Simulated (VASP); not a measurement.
Runs of VASP 6.6.1 on InP. The structure is that of space group Pm-3m (No. 221), or close to it. The cells are those of the table. 

```tsv
task	cell	k mesh	cutoff (eV)	gap on the mesh (eV)	pressure (GPa)	relaxed volume (Å³/atom)
relaxation of cell and atoms	relaxed from a = 5.405 Å, 6 atoms	4 × 4 × 4	600	none	0.2	25.16
single point	a = 5.334 Å, 6 atoms	4 × 4 × 4	520	none	-0.1	-
single point	a = 5.350 Å, 6 atoms	8 × 8 × 8	520	none	-0.1	-
relaxation of cell and atoms	relaxed from a = 5.334 Å, 6 atoms	8 × 8 × 8	600	none	0.0	(a)
single point	a = 5.405 Å, 6 atoms	4 × 4 × 4	520	none	-1.9	-
```

Alike in all rows: level PBE; potentials or basis VASP PAW PBE potentials, release 64 (In_d, P); no spin polarisation; smearing gaussian 0.1 eV.

Estimate the missing entries.

(a) 25.54.

Caveats: spin-orbit coupling is left out, which moves the levels of the heavy elements.

A k mesh can miss the band edges, and the runs leave out spin-orbit coupling on In.

A gap of «none» marks levels without a gap at the run's occupations.
